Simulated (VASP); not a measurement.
# LaSc2F (P4/mmm) in VASP: notebook

The runs below take LaSc2F through relaxation of cell and atoms, single point, with PBE.

Everything below comes from runs of VASP 6.6.1. Logs are shortened: lines on timing, memory, paths and dates and some standing lists are left out, and cuts for length are marked.

### Step 1. The cell of the first run

It takes space group P4/mmm (No. 123, tetragonal). The conventional cell has a = 3.805 Å, b = 3.805 Å, c = 5.213 Å, α = 90.00°, β = 90.00°, γ = 90.00°. La (site symmetry 4/mmm) has 6 Sc at 2.61 to 2.69 Å within 3.4 Å. Within 3.4 Å of Sc (site symmetry 4/mmm) lie 2 La at 2.61 Å and 4 F at 2.69 Å. Sc (site symmetry 4/mmm) has 2 F at 2.61 Å and 4 La at 2.69 Å within 3.4 Å. F (site symmetry 4/mmm) has 6 Sc at 2.61 to 2.69 Å within 3.4 Å.

The cell was generated, and may not be a known phase.

### Step 2. Relaxation of cell and atoms, PBE

Contents of INCAR:

```
  PREC = Accurate
  ENCUT = 600
  EDIFF = 1E-6
  ISMEAR = 0
  SIGMA = 0.1
  LREAL = False
  LASPH = True
  NELM = 60
  ALGO = Normal
  ISIF = 3
  LWAVE = False
  LCHARG = False
  GGA = PE
  IBRION = 2
  NSW = 90
  EDIFFG = -0.04
```

Contents of KPOINTS:

```
Automatic mesh
0
Gamma
  4 4 4
```

Contents of POSCAR:

```
LaSc2F
1.0
    3.8054277700      0.0000000000      0.0000000000
    0.0000000000      3.8054277700      0.0000000000
    0.0000000000      0.0000000000      5.2131138200
La Sc F
1 2 1
Direct
    0.0000000000      0.0000000000      0.0000000000
    0.0000000000      0.0000000000      0.5000000000
    0.5000000000      0.5000000000      0.0000000000
    0.5000000000      0.5000000000      0.5000000000
```

Potentials or basis: VASP PAW PBE potentials, release 64 (La, Sc_sv, F).

Run with:

```console
> cat potpaw_PBE.64/La/POTCAR potpaw_PBE.64/Sc_sv/POTCAR potpaw_PBE.64/F/POTCAR > POTCAR
> mpirun -np 1 vasp_std > vasp.out
```

OUTCAR:

```text
PREC = Accurate
   ENCUT = 600
   EDIFF = 1E-6
   ISMEAR = 0
   LREAL = False
   LASPH = True
   NELM = 60
   ISIF = 3
   GGA = PE
   IBRION = 2
   NSW = 90
   EDIFFG = -0.04

 ion  position               nearest neighbor table
   1  0.000  0.000  0.000-   2 2.61   2 2.61   3 2.69   3 2.69   3 2.69   3 2.69
   2  0.000  0.000  0.500-   1 2.61   1 2.61
   3  0.500  0.500  0.000-   4 2.61   4 2.61   1 2.69   1 2.69   1 2.69   1 2.69
   4  0.500  0.500  0.500-   3 2.61   3 2.61

  LATTYP: Found a simple tetragonal cell.
 ALAT       =     3.8054277700
 C/A-ratio  =     1.3699153249

  Lattice vectors:

 A1 = (   3.8054277700,   0.0000000000,   0.0000000000)
 A2 = (   0.0000000000,   3.8054277700,   0.0000000000)
 A3 = (   0.0000000000,   0.0000000000,   5.2131138200)

Analysis of symmetry for initial positions (statically):
=====================================================================
 Subroutine PRICEL returns:
 Original cell was already a primitive cell.

 Routine SETGRP: Setting up the symmetry group for a
 simple tetragonal supercell.

 Subroutine GETGRP returns: Found 16 space group operations
 (whereof 16 operations were pure point group operations)
 out of a pool of 16 trial point group operations.

The static configuration has the point symmetry D_4h.

Analysis of symmetry for dynamics (positions and initial velocities):
=====================================================================
 Subroutine PRICEL returns:
 Original cell was already a primitive cell.

 Routine SETGRP: Setting up the symmetry group for a
 simple tetragonal supercell.

 Subroutine GETGRP returns: Found 16 space group operations
 (whereof 16 operations were pure point group operations)
 out of a pool of 16 trial point group operations.

The dynamic configuration has the point symmetry D_4h.

 Subroutine INISYM returns: Found 16 space group operations
 (whereof 16 operations are pure point group operations),
 and found     1 'primitive' translations

----------------------------------------------------------------------------------------

                                     Primitive cell

  volume of cell :      75.4926

  direct lattice vectors                    reciprocal lattice vectors
     3.805427770  0.000000000  0.000000000     0.262782547  0.000000000  0.000000000
     0.000000000  3.805427770  0.000000000     0.000000000  0.262782547  0.000000000
     0.000000000  0.000000000  5.213113820     0.000000000  0.000000000  0.191823934

  length of vectors
[... 63 lines left out ...]
   total plane-waves  NPLWV =  37800
   dimension x,y,z NGX =    30 NGY =   30 NGZ =   42
   dimension x,y,z NGXF=    60 NGYF=   60 NGZF=   84
   ions per type =               1   2   1
   NGX,Y,Z   is equivalent  to a cutoff of  13.11, 13.11, 13.39 a.u.
   NGXF,Y,Z  is equivalent  to a cutoff of  26.21, 26.21, 26.79 a.u.
 SYSTEM =  unknown system
   PREC   = accura    normal or accurate (medium, high low for compatibility)
   ISTART =      0    job   : 0-new  1-cont  2-samecut
   ICHARG =      2    charge: 1-file 2-atom 10-const
   ISPIN  =      1    spin polarized calculation?
   LNONCOLLINEAR =      F non collinear calculations
   LSORBIT =      F    spin-orbit coupling
   LASPH  =      T    aspherical Exc in radial PAW
   ENCUT  =  600.0 eV  44.10 Ry    6.64 a.u.   7.60  7.60 10.41*2*pi/ulx,y,z
   NELM   =     60;   NELMIN=  2; NELMDL= -5     # of ELM steps
   EDIFF  = 0.1E-05   stopping-criterion for ELM
   LREAL  =      F    real-space projection
   EDIFFG = -.4E-01   stopping-criterion for IOM
   NSW    =     90    number of steps for IOM
   IBRION =      2    ionic relax: 0-MD 1-quasi-New 2-CG
   NFREE  =      1    steps in history (QN), initial steepest desc. (CG)
   ISIF   =      3    stress and relaxation
   ISYM   =      2    0-nonsym 1-usesym 2-fastsym
   POTIM  = 0.5000    time-step for ionic-motion
   TEBEG  =    0.0;   TEEND  =   0.0 temperature during run
   PSTRESS=    0.0 pullay stress
   NELECT =      40.0000    total number of electrons
   NUPDOWN=      -1.0000    fix difference up-down
   EMIN   =  10.00;   EMAX   =-10.00  energy-range for DOS
   EFERMI =   0.00;   METHOD = LEGACY
   ISMEAR =     0;   SIGMA  =   0.10  broadening in eV -4-tet -1-fermi 0-gaus
   EFERMI_NEDOS =   21; number of points for ismear=-14 and -15
   IALGO  =     38    algorithm
   IMIX   =      4    mixing-type and parameters
     AMIX     =   0.40;   BMIX     =  1.00
     AMIX_MAG =   1.60;   BMIX_MAG =  1.00
  volume/ion in A,a.u.               =      18.87       127.36
  Fermi-wavevector in a.u.,A,eV,Ry     =   1.324728  2.503373 23.876928  1.754905
  Thomas-Fermi vector in A             =   2.454241
   LORBIT       =      0    0 simple, 1 ext, 2 COOP (PROOUT), +10 PAW based schemes
   GGA     = PE    functional components
   LHFCALC =     F    Hartree Fock is set to
   AEXX    =    0.0000 exact exchange contribution
   IVDW    =     0    specifies the selected vdW correction
   LEPSILON=     F    determine dielectric tensor
   LRPA    =     F    only Hartree local field effects (RPA)
 conjugate gradient relaxation of ions
 non-spin polarized calculation
 Gauss-broadening in eV      SIGMA  =   0.10
  energy-cutoff  :      600.00
  volume of cell :       75.49
 maximum number of plane-waves:      2539
   NGX = 15   NGY = 15   NGZ = 21

--------------------------------------- Ionic step        1  -------------------------------------------

 number of electron      40.0000016 magnetization

 Free energy of the ion-electron system (eV)
  ---------------------------------------------------
  ext. energy  EPLUGINS =         0.00000000
  ---------------------------------------------------
  free energy    TOTEN  =       -18.84980740 eV

  energy without entropy =      -18.81215680  energy(sigma->0) =      -18.83098210

 E-fermi :   7.1971     XC(G=0): -10.6223

 val. band max:        7.1903261353   @ k =   0.2500   0.0000   0.5000
 cond. band min:       7.2118093076   @ k =   0.2500   0.0000   0.2500
 fundamental gap:      0.0214831723
 Fermi energy:         7.1970812854

 k-point     1 :       0.0000    0.0000    0.0000
  band No.  band energies     occupation
      1     -42.6809      2.00000
      2     -41.9433      2.00000
      3     -24.7753      2.00000
      4     -21.5084      2.00000
      5     -21.3747      2.00000
      6     -21.3747      2.00000
[... 664 lines left out ...]
--------------------------------------- Ionic step        6  -------------------------------------------

 number of electron      40.0000002 magnetization

 Free energy of the ion-electron system (eV)
  ---------------------------------------------------
  ext. energy  EPLUGINS =         0.00000000
  ---------------------------------------------------
  free energy    TOTEN  =       -19.54298950 eV

  energy without entropy =      -19.50987201  energy(sigma->0) =      -19.52643075

 E-fermi :   4.8717     XC(G=0):  -9.4918

 val. band max:        4.7928277529   @ k =   0.5000   0.5000   0.2500
 cond. band min:       4.8734675886   @ k =   0.5000   0.0000   0.2500
 fundamental gap:      0.0806398358
 Fermi energy:         4.8716900953

 k-point     1 :       0.0000    0.0000    0.0000
  band No.  band energies     occupation
      1     -45.6209      2.00000
      2     -44.7572      2.00000
      3     -27.1146      2.00000
      4     -24.3160      2.00000
      5     -24.3160      2.00000
      6     -24.0983      2.00000
[... 506 lines left out ...]
  FREE ENERGIE OF THE ION-ELECTRON SYSTEM (eV)
  ---------------------------------------------------
  free  energy   TOTEN  =       -19.5429894997 eV

  energy  without entropy=      -19.5098720089  energy(sigma->0) =      -19.52643075

 reached required accuracy - stopping structural energy minimisation
```

CONTCAR:

```text
LaSc2F
   1.00000000000000
     4.0858575354246032    0.0000000000000000   -0.0000000000000000
     0.0000000000000000    4.0858575354246032   -0.0000000000000000
    -0.0000000000000000   -0.0000000000000000    5.8628549713791083
  La              Sc              F
     1     2     1
Direct
     0.0000000000000000    0.0000000000000000    0.0000000000000000
     0.0000000000000000    0.0000000000000000    0.5000000000000000
     0.5000000000000000    0.5000000000000000    0.0000000000000000
     0.5000000000000000    0.5000000000000000    0.5000000000000000

  0.00000000E+00  0.00000000E+00  0.00000000E+00
  0.00000000E+00  0.00000000E+00  0.00000000E+00
  0.00000000E+00  0.00000000E+00  0.00000000E+00
  0.00000000E+00  0.00000000E+00  0.00000000E+00
```

Wall time 4.6 min (1 thread of Intel Xeon Platinum 8259CL at 2.50GHz (Skylake/Cascade Lake), shared host); peak memory 0.24 GiB.

Results:

| Quantity | Value |
| --- | --- |
| Free energy | -19.5430 eV |
| Relaxed volume | 24.47 Å³/atom |
| Relaxed cell | a = 4.086 Å, b = 4.086 Å, c = 5.863 Å, α = 90.00°, β = 90.00°, γ = 90.00° |
| Space group after relaxing (to 0.1 Å) | P4/mmm (No. 123) |
| Energy gained by relaxing | 173.3 meV/atom |
| Ionic steps | 6 |
| Pressure after relaxing | 0.0 GPa |
| Band gap on the k mesh | zero (bands 20 and 21 overlap by 0.74 eV) |

Step by step:
| step | energy change (eV) | largest force (eV/Å) | pressure (GPa) | volume (Å³) |
| --- | --- | --- | --- | --- |
| 1 | 0.0000 | 0.0000 | 12.33 | 75.49 |
| 2 | -0.6506 | 0.0000 | 1.67 | 92.50 |
| 3 | -0.6768 | 0.0000 | 0.38 | 96.33 |
| 4 | -0.6790 | 0.0000 | -0.08 | 97.82 |
| 5 | -0.6896 | 0.0000 | -0.06 | 97.86 |
| 6 | -0.6932 | 0.0000 | -0.02 | 97.88 |

Final structure:
```
La Sc F
1.0
     4.08586    0.00000    0.00000
     0.00000    4.08586    0.00000
     0.00000    0.00000    5.86285
La Sc F
1 2 1
Direct
  0.00000 0.00000 0.00000
  0.00000 0.00000 0.50000
  0.50000 0.50000 0.00000
  0.50000 0.50000 0.50000
```

Levels at points of the mesh, in eV from the Fermi level:
```
           k point  band 16  band 17  band 18  band 19  band 20  band 21  band 22  band 23  band 24
(0.00, 0.00, 0.00)    -4.76    -2.94    -2.30    -1.31    -0.70    -0.19    -0.19     0.56     0.73
(0.50, 0.00, 0.00)    -4.90    -1.07    -0.79    -0.34     0.08     0.47     0.59     0.96     1.38
(0.50, 0.50, 0.00)    -4.77    -1.64    -1.64    -1.00    -0.76     0.65     1.03     1.85     2.02
(0.00, 0.00, 0.50)    -4.79    -2.21    -2.00    -0.85    -0.68     0.27     0.77     0.77     0.98
(0.50, 0.00, 0.50)    -4.91    -0.58    -0.51     0.13     0.29     0.75     1.06     1.17     1.28
(0.50, 0.50, 0.50)    -4.93    -0.79    -0.79    -0.77     0.29     0.29     0.58     0.93     1.31
```

Caveat: the k points lie up to 0.38 Å⁻¹ apart in the final cell, too coarse for converged energies and pressures of a metal; the volume moved by over 15 % at a fixed basis, so the end points are rough; spin-orbit coupling is left out, which moves the levels of the heavy elements.

### Step 3. Single point, PBE, collinear spin

This run uses another cell than the first one, of 24.31 Å³/atom.

Contents of INCAR:

```
SYSTEM = LaSc2F
PREC = Accurate
ENCUT = 520
EDIFF = 1E-7
ISMEAR = 0
SIGMA = 0.1
LREAL = .FALSE.
LASPH = .TRUE.
NELM = 150
ALGO = Normal
ISIF = 2
LWAVE = .FALSE.
LCHARG = .TRUE.
ISPIN = 2
MAGMOM = 0 1 1 0
LORBIT = 11
LMAXMIX = 6
GGA = PE
LELF = .TRUE.
LVHAR = .TRUE.
NBANDS = 32
```

Contents of KPOINTS:

```
regular mesh
0
G
  4 4 4
  0 0 0
```

Contents of POSCAR:

```
LaSc2F
1.0
    4.0770660748      0.0000000000      0.0000000000
    0.0000000000      4.0770660748      0.0000000000
    0.0000000000      0.0000000000      5.8498304795
La Sc F
1 2 1
Direct
    0.0000000000      0.0000000000      0.0000000000
    0.0000000000      0.0000000000      0.5000000000
    0.5000000000      0.5000000000      0.0000000000
    0.5000000000      0.5000000000      0.5000000000
```

Potentials or basis: VASP PAW PBE potentials, release 64 (La, Sc_sv, F).

Run with:

```console
> cat potpaw_PBE.64/La/POTCAR potpaw_PBE.64/Sc_sv/POTCAR potpaw_PBE.64/F/POTCAR > POTCAR
> mpirun -np 1 vasp_std > vasp.out
```

OUTCAR:

```text
SYSTEM = LaSc2F
   PREC = Accurate
   ENCUT = 520
   EDIFF = 1E-7
   ISMEAR = 0
   LREAL = .FALSE.
   LASPH = .TRUE.
   NELM = 150
   ISIF = 2
   ISPIN = 2
   LORBIT = 11
   GGA = PE

 ion  position               nearest neighbor table
   1  0.000  0.000  0.000-   3 2.88   3 2.88   3 2.88   3 2.88   2 2.92   2 2.92
   2  0.000  0.000  0.500-   1 2.92   1 2.92
   3  0.500  0.500  0.000-   1 2.88   1 2.88   1 2.88   1 2.88
   4  0.500  0.500  0.500-

  LATTYP: Found a simple tetragonal cell.
 ALAT       =     4.0770660748
 C/A-ratio  =     1.4348137539

  Lattice vectors:

 A1 = (   4.0770660748,   0.0000000000,   0.0000000000)
 A2 = (   0.0000000000,   4.0770660748,   0.0000000000)
 A3 = (   0.0000000000,   0.0000000000,   5.8498304795)

Analysis of symmetry for initial positions (statically):
=====================================================================
 Subroutine PRICEL returns:
 Original cell was already a primitive cell.

 Routine SETGRP: Setting up the symmetry group for a
 simple tetragonal supercell.

 Subroutine GETGRP returns: Found 16 space group operations
 (whereof 16 operations were pure point group operations)
 out of a pool of 16 trial point group operations.

The static configuration has the point symmetry D_4h.

Analysis of symmetry for dynamics (positions and initial velocities):
=====================================================================
 Subroutine PRICEL returns:
 Original cell was already a primitive cell.

 Routine SETGRP: Setting up the symmetry group for a
 simple tetragonal supercell.

 Subroutine GETGRP returns: Found 16 space group operations
 (whereof 16 operations were pure point group operations)
[... 157 lines left out ...]
  free energy    TOTEN  =       -19.57270162 eV

  energy without entropy =      -19.55375218  energy(sigma->0) =      -19.56322690

 E-fermi :   4.9216     XC(G=0):  -9.5142

 val. band max:        4.8983398431   @ k =   0.5000   0.0000   0.2500
 cond. band min:       4.9313273472   @ k =   0.5000   0.2500   0.0000
 fundamental gap:      0.0329875041
 Fermi energy:         4.9216391045

 spin component 1

 k-point     1 :       0.0000    0.0000    0.0000
  band No.  band energies     occupation
      1     -45.5541      1.00000
      2     -44.7193      1.00000
      3     -27.0778      1.00000
      4     -24.2516      1.00000
      5     -24.2516      1.00000
      6     -24.0311      1.00000
[... 619 lines left out ...]
     31       7.5823      0.00000
     32       7.9544      0.00000
 Fermi energy:         4.9216391045

 spin component 2

 k-point     1 :       0.0000    0.0000    0.0000
  band No.  band energies     occupation
      1     -45.5653      1.00000
      2     -44.5278      1.00000
      3     -27.0003      1.00000
      4     -24.2612      1.00000
      5     -24.2612      1.00000
      6     -24.0460      1.00000
[... 619 lines left out ...]
     31       7.6702      0.00000
     32       7.9618      0.00000

------------------------ aborting loop because EDIFF is reached ----------------------------------------

  FORCE on cell =-STRESS in cart. coord.  units (eV):
  Direction    XX          YY          ZZ          XY          YZ          ZX
  --------------------------------------------------------------------------------------
  -------------------------------------------------------------------------------------
  Total       -0.0492197     -0.0492197      0.1079472      0.0000000     -0.0000000      0.0000000
  in kB       -0.8109808     -0.8109808      1.7786203      0.0000000     -0.0000000      0.0000000
  external PRESSURE =       0.0522196 kB  Pullay stress =       0.0000000 kB

 VOLUME and BASIS-vectors are now :
 -----------------------------------------------------------------------------
  energy-cutoff  :      520.00
  volume of cell :       97.24
      direct lattice vectors                 reciprocal lattice vectors
     4.077066075  0.000000000  0.000000000     0.245274416  0.000000000  0.000000000
     0.000000000  4.077066075  0.000000000     0.000000000  0.245274416  0.000000000
     0.000000000  0.000000000  5.849830479     0.000000000  0.000000000  0.170945125

 POSITION                                       TOTAL-FORCE (eV/Angst)
 -----------------------------------------------------------------------------------
      0.00000      0.00000      0.00000         0.000000      0.000000      0.000000
      0.00000      0.00000      2.92492         0.000000      0.000000      0.000000
      2.03853      2.03853      0.00000         0.000000      0.000000      0.000000
      2.03853      2.03853      2.92492         0.000000      0.000000      0.000000
 -----------------------------------------------------------------------------------
    total drift:                                0.000000      0.000000      0.000000

  FREE ENERGIE OF THE ION-ELECTRON SYSTEM (eV)
  ---------------------------------------------------
  free  energy   TOTEN  =       -19.5727016227 eV

  energy  without entropy=      -19.5537521776  energy(sigma->0) =      -19.56322690

 total charge

# of ion       s       p       d       f       tot
--------------------------------------------------
    1        2.067   5.472   1.428   0.083   9.050
    2        2.218   6.009   1.033   0.000   9.260
    3        2.268   6.040   1.236   0.000   9.544
    4        1.750   4.250   0.000   0.000   6.000
--------------------------------------------------
tot          8.303  21.772   3.697   0.083  33.855

 magnetization (x)

# of ion       s       p       d       f       tot
--------------------------------------------------
    1        0.005   0.003   0.160   0.014   0.181
    2       -0.000  -0.000  -0.012   0.000  -0.012
    3        0.035   0.016   0.218   0.000   0.269
    4       -0.000   0.003   0.000   0.000   0.003
--------------------------------------------------
tot          0.040   0.021   0.366   0.014   0.441
```

OSZICAR:

```text
N       E                     dE             d eps       ncg     rms          rms(c)
DAV:   1     0.618643098804E+03    0.61864E+03   -0.16758E+04  2368   0.168E+03
DAV:   2     0.780389796094E+02   -0.54060E+03   -0.51835E+03  2752   0.476E+02
[... 10 lines left out ...]
DAV:  13    -0.195726845100E+02   -0.17276E-03   -0.61465E-04  4040   0.149E-01    0.456E-02
DAV:  14    -0.195727038177E+02   -0.19308E-04   -0.11227E-04  4032   0.653E-02    0.189E-02
DAV:  15    -0.195727024284E+02    0.13893E-05   -0.13469E-05  4008   0.281E-02    0.763E-03
DAV:  16    -0.195727021854E+02    0.24304E-06   -0.35913E-06  4064   0.116E-02    0.426E-03
DAV:  17    -0.195727018168E+02    0.36856E-06   -0.14421E-06  3680   0.785E-03    0.175E-03
DAV:  18    -0.195727016678E+02    0.14901E-06   -0.17247E-07  2624   0.328E-03    0.821E-04
DAV:  19    -0.195727016227E+02    0.45115E-07   -0.50497E-08  2008   0.232E-03
   1 F= -.19572702E+02 E0= -.19563227E+02  d E =-.189494E-01  mag=     0.5950
```

It took 3.3 min on 1 thread of Intel Xeon Platinum 8259CL at 2.50GHz (Skylake/Cascade Lake), shared host; peak memory 0.29 GiB.

Results:

```yaml
Free_energy: -19.5727 eV
Pressure: 0.0 GPa
Net_moment: 0.60 μB per cell
Site_moments: La +0.18; Sc -0.01, +0.27; F +0.00 μB
Valence_electrons_inside_the_program's_atomic_spheres: La 9.05; Sc 9.26, 9.54; F 6.00
```

Caveat: the k points lie up to 0.39 Å⁻¹ apart; a moment this small can come from the mesh or the smearing; spin-orbit coupling is left out, which moves the levels of the heavy elements.

The gap in the log of VASP goes by the Fermi energy; the results here count the filled bands.